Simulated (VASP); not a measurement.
As, 4 atoms in the cell. The structure is cubic, space group I2_13 (No. 199). The conventional cell has a = 5.779 Å, b = 5.779 Å, c = 5.779 Å, α = 90.00°, β = 90.00°, γ = 90.00°. Within 3.4 Å of As (site symmetry 3) lie 6 As at 2.52 to 3.32 Å. The cell was generated, and may not be a known phase.

```yaml
Program: VASP 6.6.1
Task: relaxation of cell and atoms
Functional: PBE
Potentials_or_basis: VASP PAW PBE potentials, release 64 (As)
Cutoff: 600 eV
k_mesh: 8 × 8 × 8
Occupations: gaussian, width 0.02 eV
Spin: no spin polarisation
Dipole_correction: no
Further_INCAR_settings: ALGO = Normal; EDIFF = 1e-07; IBRION = 2; EDIFFG = -0.01; NSW = 100; ISIF = 3
```

Potentials or basis: VASP PAW PBE potentials, release 64 (As).

Command:

```console
$ cat potpaw_PBE.64/As/POTCAR > POTCAR
$ mpirun -np 1 vasp_std > vasp.out
```

Hardware: 1 thread of AMD EPYC 9R45 96-Core Processor (Zen 5) (shared host).

**Question.** How long does it take, and how much memory?

**Answer.** It took 81 s on 1 thread of AMD EPYC 9R45 96-Core Processor (Zen 5), with other jobs on the host, peak memory 0.24 GiB. Counts: scf iterations 42, k points 35, ion steps 5.
